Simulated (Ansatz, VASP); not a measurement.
# Two plane-wave programs on Cu

INCAR

```
  ALGO = Normal
  EDIFF = 1E-7
  ENCUT = 520
  ISIF = 2
  ISMEAR = 0
  LASPH = True
  LCHARG = False
  LREAL = False
  LWAVE = False
  NBANDS = 12
  NELM = 60
  PREC = Accurate
  SIGMA = 1.0
```

Contents of KPOINTS:

```
k-points
0
Gamma
  15 15 15
```

POSCAR

```
Cu
1.0
    0.0000000000      1.7588202533      1.7588202533
    1.7588202533      0.0000000000      1.7588202533
    1.7588202533      1.7588202533      0.0000000000
Cu
1
Direct
    0.0000000000      0.0000000000      0.0000000000
```

Input for Ansatz:

```yaml
crystal:
  lattice:
    - [0.0, 1.7588202533, 1.7588202533]
    - [1.7588202533, 0.0, 1.7588202533]
    - [1.7588202533, 1.7588202533, 0.0]
  atoms:
    - { symbol: Cu, position: [0.0, 0.0, 0.0] }
hamiltonian:
  xc: lda
  pseudopotentials:
    kind: paw
    azcp:
      Cu: "pseudopotentials/Cu.paw.azcp"
basis:
  ecutwfc: 420
  fft_grid_basis: typed
kpoints:
  mp_grid: { grid: [15, 15, 15], shift: [0, 0, 0] }
magnetization:
  spin_polarized: false
scf:
  occupations: { method: gaussian, width: 1.0 }
  lower_state_search: "off"
output:
  stress: true
```

Alike in both runs: task single point; functional LDA; k mesh 15 × 15 × 15; occupations gaussian, width 1 eV; no spin polarisation.

```csv
,VASP,Ansatz
version,VASP 6.6.1,Ansatz 0.2.0
potentials or method,"VASP PAW LDA potentials, release 64 (Cu), cutoff 520 eV","plane waves (420 eV) with PAW, scalar-relativistic"
valence electrons in the cell,11,19
```

VASP gave:

- pressure (GPa): 1.7

Problem. Estimate Ansatz's values.

Solution. Pressure (GPa): 0.9.

Ansatz warns that its potentials were made for another functional, while VASP's fit it. LDA's correlation is that of Perdew and Zunger in VASP and of Perdew and Wang (1992) in Ansatz. VASP's potentials hold 11 valence electrons a cell and Ansatz's 19, so a difference there can come from the potentials and not from the codes.
